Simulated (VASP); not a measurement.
Runs of VASP 6.6.1 on Hf2H. The structure is that of space group P6_3/mmc (No. 194), or close to it. The cells are those of the table. 

```csv
task,cell,k mesh,cutoff (eV),gap on the mesh (eV),pressure (GPa),relaxed volume (Å³/atom)
single point,"a = 3.290, b = 3.290, c = 10.722 Å, angles 90.0, 90.0, 120.0°, 6 atoms",12 × 12 × 4,520,none,-0.4,-
single point,"a = 3.297, b = 3.297, c = 10.668 Å, angles 90.0, 90.0, 120.0°, 6 atoms",6 × 6 × 4,520,none,-0.5,-
relaxation of cell and atoms,"relaxed from a = 3.297, b = 3.297, c = 10.668 Å, angles 90.0, 90.0, 120.0°, 6 atoms",12 × 12 × 4,600,none,0.0,16.69
single point,"a = 4.471, b = 4.471, c = 5.554 Å, angles 90.0, 90.0, 120.0°, 6 atoms",6 × 6 × 4,520,none,(a),-
relaxation of cell and atoms,"relaxed from a = 4.471, b = 4.471, c = 5.554 Å, angles 90.0, 90.0, 120.0°, 6 atoms",6 × 6 × 4,600,none,0.0,(b)
```

Alike in all rows: level PBE; potentials or basis VASP PAW PBE potentials, release 64 (Hf_pv, H); no spin polarisation; smearing gaussian 0.1 eV.

Problem. Estimate the missing entries.

Solution. (a) 3.8; (b) 16.39.

Caveats: some runs use coarse meshes; spin-orbit coupling is left out, which moves the levels of the heavy elements.

A k mesh can miss the band edges, and the runs leave out spin-orbit coupling on Hf.

A gap of «none» marks levels without a gap at the run's occupations.
